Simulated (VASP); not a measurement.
Here is a VASP 6.6.1 calculation.

INCAR

```
SYSTEM = Cu
PREC = Accurate
ENCUT = 520
EDIFF = 1E-6
ISMEAR = -1
SIGMA = 0.15
LREAL = .FALSE.
LASPH = .TRUE.
NELM = 100
ALGO = Normal
ISIF = 2
LWAVE = .FALSE.
LCHARG = .FALSE.
GGA = CA
NBANDS = 30
```

Contents of KPOINTS:

```
regular mesh
0
G
  11 11 3
  0 0 0
```

POSCAR

```
Cu
1.0
    2.5307640000      0.0000000000      0.0000000000
   -1.2653820000      2.1917059150      0.0000000000
    0.0000000000      0.0000000000      8.2618150000
Cu
4
Direct
    0.0000000000      0.0000000000      0.0000000000
    0.3333330000      0.6666670000      0.2500000000
    0.0000000000      0.0000000000      0.5000000000
    0.6666670000      0.3333330000      0.7500000000
```

Potentials or basis: VASP PAW LDA potentials, release 64 (Cu).

Run with:

```console
$ cat potpaw_LDA.64/Cu/POTCAR > POTCAR
$ mpirun -np 1 vasp_std > vasp.out
```

**Question.** What does it give for the pressure?

**Answer.** -7.6 GPa.

**Question.** What does it give for the band gap on the k mesh?

**Answer.** Zero (band 22 reaches 10.40 eV, above the bottom of band 23 at 5.93 eV).

Stress tensor (GPa, compression positive):
```
-8.15  0.00  0.00
 0.00 -8.15  0.00
 0.00  0.00 -6.44
```
